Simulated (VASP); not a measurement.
Input of a VASP 6.6.1 run:

File INCAR:

```
SYSTEM = AlRu
PREC = Accurate ; ENCUT = 520
EDIFF = 1E-6 ; ISMEAR = 1
SIGMA = 0.15 ; LREAL = .False.
LASPH = .True. ; NELM = 80
ALGO = Normal ; ISIF = 2
LWAVE = .False. ; LCHARG = .False.
GGA = PE ; NBANDS = 16
```

File KPOINTS:

```
regular mesh
0
Gamma
  10 10 10
  0 0 0
```

File POSCAR:

```
AlRu
1.0
    2.9511680166      0.0000000000      0.0000000000
    0.0000000000      2.9511680166      0.0000000000
    0.0000000000      0.0000000000      2.9511680166
Al Ru
1 1
Direct
    0.0000000000      0.0000000000      0.0000000000
    0.5000000000      0.5000000000      0.5000000000
```

Potentials or basis: VASP PAW PBE potentials, release 64 (Al, Ru_pv).

Command:

```console
$ cat potpaw_PBE.64/Al/POTCAR potpaw_PBE.64/Ru_pv/POTCAR > POTCAR
$ mpirun -np 1 vasp_std > vasp.out
```

Q: Predict the pressure.

A: 12.2 GPa.
